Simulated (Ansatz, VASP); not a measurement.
Given: the input of a run of VASP 6.6.1 on ZnCd2N2.

Contents of INCAR:

```
SYSTEM = ZnCd2N2
ALGO = Normal
EDIFF = 1E-7
ENCUT = 520
GGA = PE
ISIF = 2
ISMEAR = -1
LASPH = .TRUE.
LCHARG = .FALSE.
LREAL = .FALSE.
LWAVE = .FALSE.
NBANDS = 31
NELM = 80
PREC = Accurate
SIGMA = 0.05
```

KPOINTS

```
k-points
0
G
  8 8 4
  0 0 0
```

The input POSCAR:

```
ZnCd2N2
1.0
    3.4006576366     -1.9714786562      0.0000000000
    3.4006576366      1.9714786562      0.0000000000
   -2.2745659112      0.0000000000      6.5310990563
Cd Zn N
2 1 2
Direct
    0.7190370000      0.7150800000      0.1739130000
    0.2920210000      0.2709630000      0.8309360000
    0.5097240000      0.4841070000      0.4927210000
    0.5846240000      0.6066930000      0.7878620000
    0.4073110000      0.3996650000      0.2197620000
```

Potentials or basis: VASP PAW PBE potentials, release 64 (Cd, Zn, N).

The run is started by

```bash
$ cat potpaw_PBE.64/Cd/POTCAR potpaw_PBE.64/Zn/POTCAR potpaw_PBE.64/N/POTCAR > POTCAR
$ mpirun -np 1 vasp_std > vasp.out
```

Task: Translate it to Ansatz 0.2.0. Potentials there: Ansatz PAW.

Result: As run (the cutoff follows the program's own potentials):

The input input.yaml:

```yaml
crystal:
  lattice:
    - [3.4006576366, -1.9714786562, 0.0]
    - [3.4006576366, 1.9714786562, 0.0]
    - [-2.2745659112, 0.0, 6.5310990563]
  atoms:
    - { symbol: Cd, position: [0.719037, 0.71508, 0.173913] }
    - { symbol: Cd, position: [0.292021, 0.270963, 0.830936] }
    - { symbol: Zn, position: [0.509724, 0.484107, 0.492721] }
    - { symbol: "N", position: [0.584624, 0.606693, 0.787862] }
    - { symbol: "N", position: [0.407311, 0.399665, 0.219762] }
hamiltonian:
  xc: pbe
  pseudopotentials: { kind: paw }
kpoints:
  mp_grid: { grid: [8, 8, 4] }
scf:
  occupations: { method: fermi_dirac, width: 0.05 }
output:
  forces: true
  stress: true
  eigenvalues: true
```

Potentials or basis: Ansatz PAW.

The run is started by

```console
$ ansatz run input.yaml --threads 2 --pin off --max-ram 5120MiB --backend cpu --events-out ev --progress --plain --runs-dir out
```

Both were run:

|  | VASP | Ansatz | Ansatz less VASP |
| --- | --- | --- | --- |
| gap on the k mesh at the Fermi level (eV) | none | none | - |
| pressure (GPa) | 0.5 | -0.4 | -0.84 |
| traceless stress, the component that is largest in VASP (GPa) | -1.38 | -1.21 | +0.176 |
| rms of the force components (eV/Å) | 0.717 | 0.694 | -0.0233 |

Atom by atom the forces differ by 0.032 eV/Å (rms over components). A gap of «none» marks a metal or a gap that the smearing closes. The functional is the same, so the differences come from potentials, cutoffs and numerics. VASP's potentials hold 46 valence electrons a cell and Ansatz's 62, so a difference there can come from the potentials and not from the codes.
